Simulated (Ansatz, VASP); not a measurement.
Given: the input of a run of VASP 6.6.1 on W.

File INCAR:

```
ALGO = Fast
EDIFF = 1E-7
EDIFFG = -0.01
ENCUT = 600
GGA = PS
IBRION = 2
ISIF = 3
ISMEAR = -1
IVDW = 13
LASPH = True
LCHARG = False
LREAL = False
LWAVE = False
NELM = 100
NSW = 60
PREC = Accurate
SIGMA = 0.05
```

KPOINTS

```
k-points
0
Gamma
  5 5 5
```

The input POSCAR:

```
W
1.0
    5.0830000000      0.0000000000      0.0000000000
    0.0000000000      5.0830000000      0.0000000000
    0.0000000000      0.0000000000      5.0830000000
W
8
Direct
    0.5000000000      0.2500000000      0.0000000000
    0.5000000000      0.7500000000      0.0000000000
    0.7500000000      0.0000000000      0.5000000000
    0.2500000000      0.0000000000      0.5000000000
    0.0000000000      0.5000000000      0.7500000000
    0.0000000000      0.5000000000      0.2500000000
    0.5000000000      0.5000000000      0.5000000000
    0.0000000000      0.0000000000      0.0000000000
```

Potentials or basis: VASP PAW PBE potentials, release 64 (W_sv).

Launch:

```sh
$ cat potpaw_PBE.64/W_sv/POTCAR > POTCAR
$ mpirun -np 1 vasp_std > vasp.out
```

Set up the same calculation for Ansatz 0.2.0. Potentials there: Ansatz PAW.

As run (the cutoff follows the program's own potentials):

Contents of input.yaml:

```yaml
crystal:
  lattice:
    - [5.083, 0.0, 0.0]
    - [0.0, 5.083, 0.0]
    - [0.0, 0.0, 5.083]
  atoms:
    - { symbol: W, position: [0.5, 0.25, 0.0] }
    - { symbol: W, position: [0.5, 0.75, 0.0] }
    - { symbol: W, position: [0.75, 0.0, 0.5] }
    - { symbol: W, position: [0.25, 0.0, 0.5] }
    - { symbol: W, position: [0.0, 0.5, 0.75] }
    - { symbol: W, position: [0.0, 0.5, 0.25] }
    - { symbol: W, position: [0.5, 0.5, 0.5] }
    - { symbol: W, position: [0.0, 0.0, 0.0] }
hamiltonian:
  xc: pbesol
  pseudopotentials: { kind: paw }
  dispersion: d4
kpoints:
  mp_grid: { grid: [5, 5, 5] }
scf:
  occupations: { method: fermi_dirac, width: 0.05 }
output:
  forces: true
  stress: true
  eigenvalues: true
relax:
  f_tol: 0.01
  max_steps: 40
  cell: { stress_tol: 0.05 }
```

Potentials or basis: Ansatz PAW.

Run with:

```console
$ ansatz run input.yaml --threads 4 --pin off --max-ram 11264MiB --backend cpu --events-out ev --progress --plain --runs-dir out
```

Both were run:

|  | VASP | Ansatz | Ansatz less VASP |
| --- | --- | --- | --- |
| gap on the k mesh at the Fermi level, each at its own relaxed structure (eV) | none | none | - |
| relaxed volume (Å³/atom) | 15.77 | 15.73 | -0.041 |
| relaxed length of the cell vector where the two differ most in proportion (Å) | 5.015 | 5.011 | -0.0044 |

VASP's potentials were made for PBE, not for PBEsol. A gap of «none» marks a metal or a gap that the smearing closes.

Spin-orbit coupling is off throughout. Noted on Ansatz's run: the plane-wave basis is chosen anew once the cell has moved, so the energies of steps on either side of that aren't comparable.
